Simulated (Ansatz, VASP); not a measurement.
## Ti: VASP beside Ansatz

```
Ti
1.0
     0.00000    2.03000    2.00970
     2.03000    0.00000    2.00970
     2.03000    2.03000    0.00000
Ti
1
Direct
  0.00000 0.00000 0.00000
```

Change from the starting cell: zz strain of -1 %, crystal datasets.

Alike in both runs: task electric field gradients; functional PBE; k mesh 15 × 15 × 15; occupations fermi-dirac, width 0.05 eV; no spin polarisation.

```csv
,VASP,Ansatz
version,VASP 6.6.1,Ansatz 0.2.0
potentials or method,"VASP PAW PBE potentials, release 64 (Ti_sv), cutoff 520 eV","all-electron PAW with datasets made for the crystal, scalar-relativistic"
```

VASP gave:

| Quantity | Value |
| --- | --- |
| pressure (GPa) | 5.4 |
| traceless stress, the component that is largest in VASP (GPa) | 0.29 |
| size of Vzz on the site where it differs most (V/Å²) | 0.7 |

Estimate Ansatz's values.

pressure (GPa): 5.7; traceless stress, the component that is largest in VASP (GPa): 0.29; size of Vzz on the site where it differs most (V/Å²): 0.7.

Ansatz ran all-electron here, and VASP with PAW potentials.
